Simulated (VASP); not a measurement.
Input of a VASP 6.6.1 run:

The input POSCAR:

```
IrS
1.0
    0.0000000000      2.4605182162      2.4605182162
    2.4605182162      0.0000000000      2.4605182162
    2.4605182162      2.4605182162      0.0000000000
Ir S
1 1
Direct
    0.5000000000      0.5000000000      0.5000000000
    0.0000000000      0.0000000000      0.0000000000
```

Contents of INCAR.step1:

```
SYSTEM = IrS
  ALGO = Normal
  EDIFF = 1E-4
  ENCUT = 520
  GGA = PE
  ISMEAR = 0
  ISYM = 0
  LASPH = .TRUE.
  LCHARG = .FALSE.
  LREAL = .FALSE.
  LWAVE = .TRUE.
  NBANDS = 14
  NELM = 60
  PREC = Accurate
  SIGMA = 0.05
```

INCAR.step2

```
SYSTEM = IrS
  ALGO = Normal
  EDIFF = 1E-6
  ENCUT = 520
  ISIF = 2
  ISMEAR = 0
  ISTART = 1
  ISYM = 0
  IVDW = 13
  LASPH = .TRUE.
  LCHARG = .FALSE.
  LMIXTAU = .TRUE.
  LREAL = .FALSE.
  LWAVE = .FALSE.
  METAGGA = R2SCAN
  NBANDS = 14
  NELM = 60
  PREC = Accurate
  SIGMA = 0.05
  VDW_A1 = 0.51559235
  VDW_A2 = 5.77342911
  VDW_S6 = 1.0
  VDW_S8 = 0.6018749
```

File KPOINTS:

```
k-points
0
G
  12 12 12
  0 0 0
```

Potentials or basis: VASP PAW PBE potentials, release 64 (Ir, S).

The run is started by

```console
$ cat potpaw_PBE.64/Ir/POTCAR potpaw_PBE.64/S/POTCAR > POTCAR
$ cp INCAR.step1 INCAR
$ mpirun -np 1 vasp_std > vasp.out
$ cp INCAR.step2 INCAR
$ mpirun -np 1 vasp_std > vasp.out
```

**Question.** What does it give for the band gap on the k mesh?

**Answer.** Zero (an odd number of electrons rules out a gap without spin polarisation).

**Question.** Predict the dispersion energy per atom.

**Answer.** -0.222 eV.

**Question.** Predict the pressure.

**Answer.** -0.9 GPa.

Caveat: the PAW data sets were made with another functional, which shifts forces and pressure a little; spin-orbit coupling is left out, which moves the levels of the heavy elements.
